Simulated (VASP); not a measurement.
A run of VASP 6.6.1 is set up as follows.

The input INCAR:

```
PREC = Accurate
ENCUT = 520
EDIFF = 1E-7
ISMEAR = 0
SIGMA = 0.15
LREAL = F
LASPH = T
NELM = 60
ALGO = Fast
ISIF = 2
LWAVE = F
LCHARG = T
LELF = T
LVHAR = T
NBANDS = 14
```

The input KPOINTS:

```
Automatic mesh
0
Gamma
  18 18 10
```

Contents of POSCAR:

```
Na
1.0
    3.7670009976      0.0000000000      0.0000000000
   -1.8835004988      3.2623185600      0.0000000000
    0.0000000000      0.0000000000      6.1540000000
Na
2
Direct
    0.3333333333      0.6666666667      0.2500000000
    0.6666666667      0.3333333333      0.7500000000
```

Potentials or basis: VASP PAW LDA potentials, release 64 (Na_pv).

Command:

```sh
$ cat potpaw_LDA.64/Na_pv/POTCAR > POTCAR
$ mpirun -np 1 vasp_std > vasp.out
```

**Question.** What does it give for the pressure?

**Answer.** -0.9 GPa.

**Question.** Estimate the band gap on the k mesh.

**Answer.** Zero (band 7 reaches 2.16 eV, above the bottom of band 8 at -2.12 eV).
